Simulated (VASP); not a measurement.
Set up this calculation in VASP 6.6.1, as the native input.

| Property | Result |
| --- | --- |
| Task | single point |
| Functional | PBE |
| Potentials or basis | VASP PAW PBE potentials, release 64 (Cl) |
| Cutoff | 520 eV |
| k mesh | 38 × 38 × 38 |
| Occupations | fermi-dirac, width 0.0612256 eV |
| Spin | no spin polarisation |
| Dipole correction | no |
| Further INCAR settings | ALGO = Normal; EDIFF = 1e-06; NBANDS = 10 |

The structure of Cl lies in POSCAR:

```
Cl
1.0
    2.8434146176      0.0000000000      0.0000000000
    0.0000000000      2.8434146176      0.0000000000
    0.0000000000      0.0000000000      2.8434146176
Cl
1
Direct
    0.0000000000      0.0000000000      0.0000000000
```

One way to write it, as run:

INCAR

```
PREC = Accurate
ENCUT = 520
EDIFF = 1E-6
ISMEAR = -1
SIGMA = 0.06122561905347299
LREAL = False
LASPH = True
NELM = 100
ALGO = Normal
ISIF = 2
LWAVE = False
LCHARG = True
GGA = PE
LELF = True
LVHAR = True
NBANDS = 10
```

KPOINTS

```
regular mesh
0
Gamma
  38 38 38
```

Potentials or basis: VASP PAW PBE potentials, release 64 (Cl).

Command:

```bash
$ cat potpaw_PBE.64/Cl/POTCAR > POTCAR
$ mpirun -np 1 vasp_std > vasp.out
```

It gave:

```json
{
 "Pressure": "0.6 GPa",
 "Band gap on the k mesh": "zero (an odd number of electrons rules out a gap without spin polarisation)"
}
```

Caveat: an odd number of electrons without spin polarisation forces a metal; a magnetic or distorted state may lie lower.

Wall time 120 s on 1 thread of Intel Xeon 6975P-C (shared host), peak memory 0.38 GiB.
